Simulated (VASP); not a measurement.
# Ru in VASP: notebook

Runs on Ru. Level: PBEsol. Tasks: single point.

Everything below comes from runs of VASP 6.6.1. Logs are shortened: lines on timing, memory, paths and dates and some standing lists are left out, and cuts for length are marked.

### Step 1. The cell of the first run

The cell holds a wire with vacuum, 2 atoms: a = 10.100 Å, b = 9.300 Å, c = 3.798 Å, α = 90.00°, β = 90.00°, γ = 90.00°.

### Step 2. Single point, PBEsol, collinear spin, ferromagnetic start

INCAR

```
SYSTEM = Ru
PREC = Accurate
ENCUT = 520
EDIFF = 1E-7
ISMEAR = 0
SIGMA = 0.05
LREAL = .False.
LASPH = .True.
NELM = 150
ALGO = Normal
ISIF = 2
LWAVE = .False.
LCHARG = .True.
ISPIN = 2
MAGMOM = 1.5 1.5
LORBIT = 11
LMAXMIX = 4
GGA = PS
LELF = .True.
LVHAR = .True.
NBANDS = 25
```

KPOINTS

```
regular mesh
0
Gamma
  1 1 15
  0 0 0
```

POSCAR

```
Ru
1.0
   10.1000000000      0.0000000000      0.0000000000
    0.0000000000      9.3000000000      0.0000000000
    0.0000000000      0.0000000000      3.7976471474
Ru
2
Direct
    0.4498553068      0.5000000000      0.0000000000
    0.5501446932      0.5000000000      0.5000000000
```

Potentials or basis: VASP PAW PBE potentials, release 64 (Ru_pv).

Run with:

```
> cat potpaw_PBE.64/Ru_pv/POTCAR > POTCAR
> mpirun -np 1 vasp_std > vasp.out
```

OUTCAR:

```text
SYSTEM = Ru
   PREC = Accurate
   ENCUT = 520
   EDIFF = 1E-7
   ISMEAR = 0
   LREAL = .False.
   LASPH = .True.
   NELM = 150
   ISIF = 2
   ISPIN = 2
   LORBIT = 11
   GGA = PS

 ion  position               nearest neighbor table
   1  0.450  0.500  0.000-   2 2.15   2 2.15
   2  0.550  0.500  0.500-   1 2.15   1 2.15

  LATTYP: Found a simple orthorhombic cell.
 ALAT       =     3.7976471474
 B/A-ratio  =     2.4488847012
 C/A-ratio  =     2.6595414497

  Lattice vectors:

 A1 = (   0.0000000000,   0.0000000000,  -3.7976471474)
 A2 = (   0.0000000000,   9.3000000000,   0.0000000000)
 A3 = (  10.1000000000,   0.0000000000,   0.0000000000)

Analysis of symmetry for initial positions (statically):
=====================================================================
 Subroutine PRICEL returns:
 Original cell was already a primitive cell.

 Routine SETGRP: Setting up the symmetry group for a
 simple orthorhombic supercell.

 Subroutine GETGRP returns: Found  8 space group operations
 (whereof  4 operations were pure point group operations)
 out of a pool of  8 trial point group operations.

The static configuration has the point symmetry C_2v.
 The point group associated with its full space group is D_2h.

Analysis of symmetry for dynamics (positions and initial velocities):
=====================================================================
 Subroutine PRICEL returns:
 Original cell was already a primitive cell.

 Routine SETGRP: Setting up the symmetry group for a
 simple orthorhombic supercell.

 Subroutine GETGRP returns: Found  8 space group operations
 (whereof  4 operations were pure point group operations)
 out of a pool of  8 trial point group operations.

The dynamic configuration has the point symmetry C_2v.
 The point group associated with its full space group is D_2h.

Analysis of structural, dynamic, and magnetic symmetry:
=====================================================================
 Subroutine PRICEL returns:
 Original cell was already a primitive cell.

 Routine SETGRP: Setting up the symmetry group for a
 simple orthorhombic supercell.

 Subroutine GETGRP returns: Found  8 space group operations
 (whereof  4 operations were pure point group operations)
 out of a pool of  8 trial point group operations.

The overall configuration has the point symmetry C_2v.
 The point group associated with its full space group is D_2h.

[... 99 lines left out ...]
   IMIX   =      4    mixing-type and parameters
     AMIX     =   0.40;   BMIX     =  1.00
     AMIX_MAG =   1.60;   BMIX_MAG =  1.00
  volume/ion in A,a.u.               =     178.36      1203.61
  Fermi-wavevector in a.u.,A,eV,Ry     =   0.700951  1.324606  6.684988  0.491333
  Thomas-Fermi vector in A             =   1.785245
   LORBIT       =     11    0 simple, 1 ext, 2 COOP (PROOUT), +10 PAW based schemes
   GGA     = PS    functional components
   LHFCALC =     F    Hartree Fock is set to
   AEXX    =    0.0000 exact exchange contribution
   IVDW    =     0    specifies the selected vdW correction
   LEPSILON=     F    determine dielectric tensor
   LRPA    =     F    only Hartree local field effects (RPA)
 spin polarized calculation
 Gauss-broadening in eV      SIGMA  =   0.05
  energy-cutoff  :      520.00
  volume of cell :      356.71
 maximum number of plane-waves:      9650
 NGX is ok and might be reduce to    80
   NGX = 37   NGY = 35   NGZ = 15

 number of electron      28.0000006 magnetization       0.0193128

 Free energy of the ion-electron system (eV)
  ---------------------------------------------------
  ext. energy  EPLUGINS =         0.00000000
  ---------------------------------------------------
  free energy    TOTEN  =       -12.32703409 eV

  energy without entropy =      -12.32169625  energy(sigma->0) =      -12.32436517

 E-fermi :  -2.9874     XC(G=0):  -2.5459

 val. band max:       -3.1012034760   @ k =   0.0000   0.0000   0.4667
 cond. band min:      -2.9853755169   @ k =   0.0000   0.0000   0.4667
 fundamental gap:      0.1158279591
 Fermi energy:        -2.9874358066

 spin component 1

 k-point     1 :       0.0000    0.0000    0.0000
  band No.  band energies     occupation
      1     -47.8411      1.00000
      2     -45.9516      1.00000
      3     -45.8664      1.00000
      4     -45.4775      1.00000
      5     -45.4255      1.00000
      6     -45.1497      1.00000
[... 213 lines left out ...]
     24       3.8301      0.00000
     25       3.9516      0.00000
 Fermi energy:        -2.9874358066

 spin component 2

 k-point     1 :       0.0000    0.0000    0.0000
  band No.  band energies     occupation
      1     -47.8365      1.00000
      2     -45.9432      1.00000
      3     -45.8605      1.00000
      4     -45.4690      1.00000
      5     -45.4195      1.00000
      6     -45.1448      1.00000
[... 213 lines left out ...]
     24       3.8290      0.00000
     25       3.9520      0.00000

------------------------ aborting loop because EDIFF is reached ----------------------------------------

  FORCE on cell =-STRESS in cart. coord.  units (eV):
  Direction    XX          YY          ZZ          XY          YZ          ZX
  --------------------------------------------------------------------------------------
  -------------------------------------------------------------------------------------
  Total        0.2704764     -0.0631652      0.8158779      0.0000000      0.0000000      0.0000000
  in kB        1.2148454     -0.2837067      3.6645175      0.0000000      0.0000000      0.0000000
  external PRESSURE =       1.5318854 kB  Pullay stress =       0.0000000 kB

 VOLUME and BASIS-vectors are now :
 -----------------------------------------------------------------------------
  energy-cutoff  :      520.00
  volume of cell :      356.71
      direct lattice vectors                 reciprocal lattice vectors
    10.100000000  0.000000000  0.000000000     0.099009901  0.000000000  0.000000000
     0.000000000  9.300000000  0.000000000     0.000000000  0.107526882  0.000000000
     0.000000000  0.000000000  3.797647147     0.000000000  0.000000000  0.263320936

 POSITION                                       TOTAL-FORCE (eV/Angst)
 -----------------------------------------------------------------------------------
      4.54354      4.65000      0.00000        -0.319655      0.000000      0.000000
      5.55646      4.65000      1.89882         0.319655      0.000000      0.000000
 -----------------------------------------------------------------------------------
    total drift:                               -0.000000      0.000000      0.000000

  FREE ENERGIE OF THE ION-ELECTRON SYSTEM (eV)
  ---------------------------------------------------
  free  energy   TOTEN  =       -12.3270340871 eV

  energy  without entropy=      -12.3216962536  energy(sigma->0) =      -12.32436517

 total charge

# of ion       s       p       d       tot
------------------------------------------
    1        0.430   6.119   6.194  12.743
    2        0.430   6.119   6.194  12.743
--------------------------------------------------
tot          0.861  12.237  12.388  25.487

 magnetization (x)

# of ion       s       p       d       tot
------------------------------------------
    1        0.000   0.000   0.008   0.008
    2        0.000   0.000   0.008   0.008
--------------------------------------------------
tot          0.000   0.000   0.016   0.017
```

OSZICAR:

```text
N       E                     dE             d eps       ncg     rms          rms(c)
DAV:   1     0.141753697635E+03    0.14175E+03   -0.14036E+04  1064   0.798E+02
DAV:   2    -0.471768843259E+01   -0.14647E+03   -0.13584E+03   958   0.197E+02
[... 20 lines left out ...]
DAV:  23    -0.123270157856E+02    0.26053E-05   -0.92268E-07   684   0.292E-03    0.248E-03
DAV:  24    -0.123270083198E+02    0.74658E-05   -0.61180E-07   677   0.293E-03    0.229E-03
DAV:  25    -0.123270210488E+02   -0.12729E-04   -0.90867E-07   731   0.358E-03    0.212E-03
DAV:  26    -0.123270331384E+02   -0.12090E-04   -0.14841E-06   731   0.385E-03    0.178E-03
DAV:  27    -0.123270340665E+02   -0.92805E-06   -0.56459E-07   731   0.335E-03    0.153E-03
DAV:  28    -0.123270340871E+02   -0.20592E-07   -0.67850E-08   626   0.145E-03
   1 F= -.12327034E+02 E0= -.12324365E+02  d E =-.533783E-02  mag=     0.0180
```

Wall time 2.7 min (1 thread of AMD EPYC 9R45 (Zen 5), shared host); peak memory 0.5 GiB.

Results:

```yaml
Free_energy: -12.3270 eV
Largest_force: 0.320 eV/Å
Band_gap_on_the_k_mesh: zero (filled and empty bands overlap)
Net_moment: 0.02 μB per cell
Valence_electrons_inside_the_program's_atomic_spheres: Ru 12.74
```

Forces in eV/Å, atoms in the order of the input:
```
Ru  -0.320  0.000  0.000
Ru   0.320  0.000  0.000
```

Levels at points of the mesh, in eV from the Fermi level:
Spin up:
```tsv
k point	band 10	band 11	band 12	band 13	band 14	band 15	band 16	band 17	band 18	band 19
(0.00, 0.00, 0.00)	-2.94	-2.14	-1.64	-1.49	-0.62	-0.38	0.15	1.00	1.51	2.00
```
Spin down:
| k point | band 10 | band 11 | band 12 | band 13 | band 14 | band 15 | band 16 | band 17 | band 18 | band 19 |
| --- | --- | --- | --- | --- | --- | --- | --- | --- | --- | --- |
| (0.00, 0.00, 0.00) | -2.94 | -2.14 | -1.63 | -1.48 | -0.61 | -0.38 | 0.15 | 1.00 | 1.51 | 2.01 |

Caveat: the PAW data sets were made with another functional, which shifts forces and pressure a little.

### Step 3. Single point, PBEsol, collinear spin, ferromagnetic start

This run uses another cell than the first one, of 200.30 Å³/atom, 1.123 times its volume.

INCAR

```
ALGO     = Normal         # electronic algorithm
EDIFF    = 1E-6           # SCF threshold, eV
ENCUT    = 520            # plane-wave cutoff, eV
GGA      = PS             # functional
ISIF     = 2              # what is computed and relaxed
ISMEAR   = 0              # smearing method
ISPIN    = 2              # spin polarisation
LASPH    = True           # aspherical terms in the spheres
LCHARG   = False          # write CHGCAR
LMAXMIX  = 4              # l up to which the mixer works
LORBIT   = 11             # projections on sites
LREAL    = False          # projectors in reciprocal space
LWAVE    = False          # write WAVECAR
MAGMOM   = 1.5 1.5        # initial moments
NBANDS   = 25             # bands
NELM     = 150            # most SCF steps
PREC     = Accurate       # precision mode
SIGMA    = 0.05           # smearing width, eV
```

KPOINTS

```
k-points
0
Gamma
  1 1 15
```

POSCAR

```
Ru
1.0
   10.1000000000      0.0000000000      0.0000000000
    0.0000000000      9.3000000000      0.0000000000
    0.0000000000      0.0000000000      4.2649058180
Ru
2
Direct
    0.4472165122      0.5000000000      0.0000000000
    0.5527834878      0.5000000000      0.5000000000
```

Potentials or basis: VASP PAW PBE potentials, release 64 (Ru_pv).

Run with:

```
> cat potpaw_PBE.64/Ru_pv/POTCAR > POTCAR
> mpirun -np 1 vasp_std > vasp.out
```

Run time: 6.1 min. Hardware: 1 thread of AMD EPYC 9R45 (Zen 5), shared host; peak memory 0.57 GiB.

The run converged. Its results:

| Item | Value |
| --- | --- |
| Free energy | -11.3726 eV |
| Largest force | 2.652 eV/Å |
| Net moment | 0.36 μB per cell |
| Site moments | Ru +0.13 μB |
| Valence electrons inside the program's atomic spheres | Ru 12.43 |

Forces on the atoms (eV/Å):
```
Ru   2.652  0.000  0.000
Ru  -2.652  0.000  0.000
```

Levels at points of the mesh, in eV from the Fermi level:
Spin up:
```csv
k point,band 12,band 13,band 14,band 15,band 16,band 17
"(0.00, 0.00, 0.00)",-0.95,-0.90,-0.63,-0.29,0.09,0.68
```
Spin down:
```
           k point  band 10  band 11  band 12  band 13  band 14  band 15  band 16  band 17  band 18  band 19
(0.00, 0.00, 0.00)    -1.87    -1.27    -0.83    -0.78    -0.55    -0.14     0.16     0.75     2.09     2.57
```

Caveat: the PAW data sets were made with another functional, which shifts forces and pressure a little.
